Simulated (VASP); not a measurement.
A run of VASP 6.6.1 is set up as follows.

INCAR

```
ALGO = Normal
EDIFF = 1E-8
ENCUT = 520
GGA = PS
ISIF = 2
ISMEAR = -1
LASPH = T
LCHARG = F
LEFG = T
LREAL = F
LWAVE = F
NBANDS = 8
NELM = 100
PREC = Accurate
SIGMA = 0.03
```

The input KPOINTS:

```
k-points
0
Gamma
  14 14 14
```

File POSCAR:

```
Sb
1.0
    0.0000000000      2.2579459806      2.2579459806
    2.2579459806      0.0000000000      2.2579459806
    2.2579459806      2.2579459806      0.0000000000
Sb
1
Direct
    0.0000000000      0.0000000000      0.0000000000
```

Potentials or basis: VASP PAW PBE potentials, release 64 (Sb).

Launch:

```console
$ cat potpaw_PBE.64/Sb/POTCAR > POTCAR
$ mpirun -np 1 vasp_std > vasp.out
```

Estimate the pressure.

11.7 GPa.

Caveat: without QUAD_EFG the Cq values of the log hold for a quadrupole moment of 1 mb, not for the nuclei; the PAW data sets were made with another functional, which shifts forces and pressure a little.
